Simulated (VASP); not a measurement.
Input of a VASP 6.6.1 run:

INCAR

```
PREC = Accurate
ENCUT = 750
EDIFF = 1E-6
ISMEAR = 0
SIGMA = 0.01
LREAL = F
LASPH = T
NELM = 120
ALGO = Normal
ISIF = 2
LWAVE = F
LCHARG = T
GGA = PS
LELF = T
LVHAR = T
NBANDS = 9
GGA_COMPAT = F
```

Contents of KPOINTS:

```
Automatic mesh
0
Gamma
  8 8 8
```

File POSCAR:

```
LiH
1.0
    0.0000000000      2.0029948411      2.0029948411
    2.0029948411      0.0000000000      2.0029948411
    2.0029948411      2.0029948411      0.0000000000
Li H
1 1
Direct
    0.0000000000      0.0000000000      0.0000000000
    0.5000000000      0.5000000000      0.5000000000
```

Potentials or basis: VASP PAW PBE potentials, release 64 (Li_sv, H).

Run with:

```bash
$ cat potpaw_PBE.64/Li_sv/POTCAR potpaw_PBE.64/H/POTCAR > POTCAR
$ mpirun -np 1 vasp_std > vasp.out
```

Problem. Estimate the band gap on the k mesh.

Solution. 2.75 eV.

Problem. Estimate the pressure.

Solution. -0.8 GPa.

Caveat: the PAW data sets were made with another functional, which shifts forces and pressure a little. A k mesh can miss the band edges.
